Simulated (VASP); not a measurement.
# Ag (Fm-3m) in VASP: further runs, part 2 of 2

VASP 6.6.1.

### Step 3. Relaxation of cell and atoms, PBE

This run uses another cell than the first one, of 17.05 Å³/atom, 0.956 times its volume.

Contents of INCAR:

```
SYSTEM = Ag
  PREC = Accurate
  ENCUT = 600
  EDIFF = 1E-6
  ISMEAR = 0
  SIGMA = 0.1
  LREAL = .FALSE.
  LASPH = .TRUE.
  NELM = 80
  ALGO = Normal
  ISIF = 3
  LWAVE = .FALSE.
  LCHARG = .FALSE.
  GGA = PE
  IBRION = 2
  NSW = 100
  EDIFFG = -0.005
```

Contents of KPOINTS:

```
Automatic mesh
0
G
  18 18 18
  0 0 0
```

Contents of POSCAR:

```
Ag
1.0
    0.0000000000      2.0427500000      2.0427500000
    2.0427500000      0.0000000000      2.0427500000
    2.0427500000      2.0427500000      0.0000000000
Ag
1
Direct
    0.0000000000      0.0000000000      0.0000000000
```

Potentials or basis: VASP PAW PBE potentials, release 64 (Ag).

Started as:

```
> cat potpaw_PBE.64/Ag/POTCAR > POTCAR
> mpirun -np 1 vasp_std > vasp.out
```

OUTCAR:

```text
SYSTEM = Ag
   PREC = Accurate
   ENCUT = 600
   EDIFF = 1E-6
   ISMEAR = 0
   LREAL = .FALSE.
   LASPH = .TRUE.
   NELM = 80
   ISIF = 3
   GGA = PE
   IBRION = 2
   NSW = 100
   EDIFFG = -0.005

 ion  position               nearest neighbor table
   1  0.000  0.000  0.000-

  LATTYP: Found a face centered cubic cell.
 ALAT       =     4.0855000000

  Lattice vectors:

 A1 = (   0.0000000000,   2.0427500000,   2.0427500000)
 A2 = (   2.0427500000,   0.0000000000,   2.0427500000)
 A3 = (   2.0427500000,   2.0427500000,   0.0000000000)

Analysis of symmetry for initial positions (statically):
=====================================================================
 Subroutine PRICEL returns:
 Original cell was already a primitive cell.

 Routine SETGRP: Setting up the symmetry group for a
 face centered cubic supercell.

 Subroutine GETGRP returns: Found 48 space group operations
 (whereof 48 operations were pure point group operations)
 out of a pool of 48 trial point group operations.

[... 167 lines left out ...]
  --------------------------------------------------------------------------------------
  -------------------------------------------------------------------------------------
  Total        0.4824839      0.4824839      0.4824839      0.0000000      0.0000000     -0.0000000
  in kB       45.3437804     45.3437804     45.3437804      0.0000000      0.0000000     -0.0000000
  external PRESSURE =      45.3437804 kB  Pullay stress =       0.0000000 kB
[... 57 lines left out ...]
--------------------------------------- Ionic step        3  -------------------------------------------

 number of electron      11.0000000 magnetization

 Free energy of the ion-electron system (eV)
  ---------------------------------------------------
  ext. energy  EPLUGINS =         0.00000000
  ---------------------------------------------------
  free energy    TOTEN  =        -2.72007381 eV

  energy without entropy =       -2.71899434  energy(sigma->0) =       -2.71953408

 E-fermi :   7.8122     XC(G=0): -11.9539

 val. band max:        7.7817605139   @ k =   0.5000   0.1667   0.0556
 cond. band min:       7.9228832201   @ k =   0.5000   0.3333   0.1111
 fundamental gap:      0.1411227063
 Fermi energy:         7.8122435761

 k-point     1 :       0.0000    0.0000    0.0000
  band No.  band energies     occupation
      1       0.3881      2.00000
      2       3.1890      2.00000
      3       3.1890      2.00000
      4       3.1890      2.00000
      5       4.1462      2.00000
      6       4.1462      2.00000
      7      23.7681      0.00000
      8      27.0909      0.00000
      9      27.0909      0.00000
[... 265 lines left out ...]
 k-point    24 :      -0.2222    0.0556    0.0000
  band No.  band energies     occupation
      1       1.7502      2.00000
      2       3.2134      2.00000
      3       3.4168      2.00000
      4       3.4435      2.00000
      5       4.1050      2.00000
      6       4.4486      2.00000
      7      19.0787      0.00000
      8      23.8311      0.00000
      9      26.0502      0.00000

 [... further k-points ...]
[... 5 lines left out ...]
  --------------------------------------------------------------------------------------
  -------------------------------------------------------------------------------------
  Total        0.0012266      0.0012266      0.0012266      0.0000000      0.0000000      0.0000000
  in kB        0.1103909      0.1103909      0.1103909      0.0000000      0.0000000      0.0000000
  external PRESSURE =       0.1103909 kB  Pullay stress =       0.0000000 kB
[... 16 lines left out ...]
  FREE ENERGIE OF THE ION-ELECTRON SYSTEM (eV)
  ---------------------------------------------------
  free  energy   TOTEN  =        -2.7200738073 eV

  energy  without entropy=       -2.7189943429  energy(sigma->0) =       -2.71953408

 reached required accuracy - stopping structural energy minimisation
```

OSZICAR:

```text
N       E                     dE             d eps       ncg     rms          rms(c)
DAV:   1     0.498531558345E+02    0.49853E+02   -0.62537E+03  3550   0.124E+03
DAV:   2    -0.254546612561E+01   -0.52399E+02   -0.50298E+02  3597   0.222E+02
DAV:   3    -0.296356119630E+01   -0.41810E+00   -0.41797E+00  4116   0.243E+01
[... 21 lines left out ...]
DAV:   3    -0.272060387690E+01    0.17792E-02   -0.34602E-03  3568   0.594E-01    0.379E-01
DAV:   4    -0.272007413891E+01    0.52974E-03   -0.84844E-04  3716   0.265E-01    0.307E-02
DAV:   5    -0.272007238341E+01    0.17555E-05   -0.44437E-06  3707   0.228E-02    0.170E-02
DAV:   6    -0.272007378064E+01   -0.13972E-05   -0.11806E-06  3789   0.103E-02    0.141E-03
DAV:   7    -0.272007380734E+01   -0.26692E-07   -0.15318E-08  1765   0.130E-03
   3 F= -.27200738E+01 E0= -.27195341E+01  d E =-.101516E-01
```

Wall time 41 s (1 thread of Intel Xeon Platinum 8259CL at 2.50GHz (Skylake/Cascade Lake), shared host); peak memory 0.18 GiB.

What came out:

* Free energy: -2.7201 eV
* Relaxed volume: 17.80 Å³/atom
* Relaxed cell: a = 2.931 Å, b = 2.931 Å, c = 2.931 Å, α = 60.00°, β = 60.00°, γ = 60.00°
* Space group after relaxing (to 0.05 Å): Fm-3m (No. 225)
* Energy gained by relaxing: 10.2 meV/atom
* Ionic steps: 3
* Pressure after relaxing: 0.0 GPa

The path:
| step | energy change (eV) | largest force (eV/Å) | pressure (GPa) | volume (Å³) |
| --- | --- | --- | --- | --- |
| 1 | 0.0000 | 0.0000 | 4.53 | 17.05 |
| 2 | -0.0069 | 0.0000 | -2.18 | 18.27 |
| 3 | -0.0102 | 0.0000 | 0.01 | 17.80 |

Final structure:
```yaml
crystal:
  lattice:
    - [0.00000, 2.07247, 2.07247]
    - [2.07247, 0.00000, 2.07247]
    - [2.07247, 2.07247, 0.00000]
  atoms:
    - { symbol: Ag, position: [0.00000, 0.00000, 0.00000] }
```

PBE usually gives volumes a little too large and moduli too small. Zero-point motion and thermal expansion aren't in these numbers.

### Step 4. Single point, PBE (volume scaled by 0.88)

Contents of INCAR:

```
PREC     = Accurate       # precision mode
ENCUT    = 520            # plane-wave cutoff, eV
EDIFF    = 1E-6           # SCF threshold, eV
ISMEAR   = 0              # smearing method
SIGMA    = 0.1            # smearing width, eV
LREAL    = F              # projectors in reciprocal space
LASPH    = T              # aspherical terms in the spheres
NELM     = 80             # most SCF steps
ALGO     = Normal         # electronic algorithm
ISIF     = 2              # what is computed and relaxed
LWAVE    = F              # write WAVECAR
LCHARG   = F              # write CHGCAR
GGA      = PE             # functional
NBANDS   = 12             # bands
```

Contents of KPOINTS:

```
regular mesh
0
Gamma
  18 18 18
```

Contents of POSCAR:

```
Ag
1.0
    0.0000000000      1.9870874261      1.9870874261
    1.9870874261      0.0000000000      1.9870874261
    1.9870874261      1.9870874261      0.0000000000
Ag
1
Direct
    0.0000000000      0.0000000000      0.0000000000
```

Started as:

```
> cat potpaw_PBE.64/Ag/POTCAR > POTCAR
> mpirun -np 1 vasp_std > vasp.out
```

Wall time 16 s (1 thread of Intel Xeon 6975P-C, shared host); peak memory 0.17 GiB.

The run converged. Its results:

```
Free energy : -2.6235 eV
Pressure    : 16.7 GPa
```

Levels at points of the mesh, in eV from the Fermi level:
| k point | band 3 | band 4 | band 5 | band 6 | band 7 | band 8 | band 9 | band 10 |
| --- | --- | --- | --- | --- | --- | --- | --- | --- |
| (0.00, 0.00, 0.00) | -5.12 | -5.12 | -3.93 | -3.93 | 16.18 | 20.25 | 20.25 | 20.25 |
| (0.50, 0.00, 0.00) | -5.15 | -3.01 | -3.01 | -0.63 | 4.10 | 15.42 | 18.74 | 18.74 |
| (0.50, 0.50, 0.00) | -3.04 | -2.77 | -2.77 | 1.53 | 7.43 | 11.09 | 11.09 | 18.22 |

Caveat: the cell differs from its parent crystal (volume scaled by 0.88).

### Step 5. The runs side by side

| task | cell | cutoff (eV) | gap on the mesh (eV) | pressure (GPa) |
| --- | --- | --- | --- | --- |
| single point | a = 2.932 Å, angles 60.0°, 1 atom | 520 | none | -0.1 |
| relaxation of cell and atoms | relaxed from a = 2.889 Å, angles 60.0°, 1 atom | 600 | none | 0.0 |
| single point | a = 2.810 Å, angles 60.0°, 1 atom | 520 | none | 16.7 |

Alike in all rows: level PBE; potentials or basis VASP PAW PBE potentials, release 64 (Ag); no spin polarisation; k mesh 18 × 18 × 18; smearing gaussian 0.1 eV.

Total energies depend on the potentials used, so only differences within one code and one set of settings carry meaning.
